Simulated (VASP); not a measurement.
Crystal: Zn.

```
CELL_PARAMETERS angstrom
0.00000 1.96478 1.96478
1.96478 0.00000 1.96478
1.96478 1.96478 0.00000
ATOMIC_POSITIONS crystal
Zn 0.00000 0.00000 0.00000
```

This isn't the form of Zn at room conditions, which is hcp.

Base run:

| Item | Value |
| --- | --- |
| Program | VASP 6.6.1 |
| Functional | PBE0 |
| Potentials or basis | VASP PAW PBE potentials, release 64 (Zn) |
| Cutoff | 520 eV |
| k mesh | 8 × 8 × 8 |
| Occupations | fermi-dirac, width 0.05 eV |
| Spin | no spin polarisation |

Its results: band gap on the k mesh zero (bands 6 and 7 overlap by 4.46 eV); pressure 0.0 GPa.

After a change of settings the same cell gave: band gap on the k mesh zero (bands 6 and 7 overlap by 2.65 eV); pressure -4.5 GPa. Which change was it?
A. k mesh from 8 × 8 × 8 to 6 × 6 × 6; further incar settings from ALGO = Normal; EDIFF = 1e-06; NBANDS = 12 to ALGO = Normal; EDIFF = 1e-07; NBANDS = 12
B. functional from PBE0 to PBEsol-based global hybrid with 25 % exact exchange; k mesh from 8 × 8 × 8 to 6 × 6 × 6
C. functional from PBE0 to HSE06; further incar settings from ALGO = Normal; EDIFF = 1e-06; NBANDS = 12 to ALGO = Normal; EDIFF = 1e-07; NBANDS = 12

B.

Caveats: some runs use coarse meshes; the PAW data sets were made with another functional, which shifts forces and pressure a little.
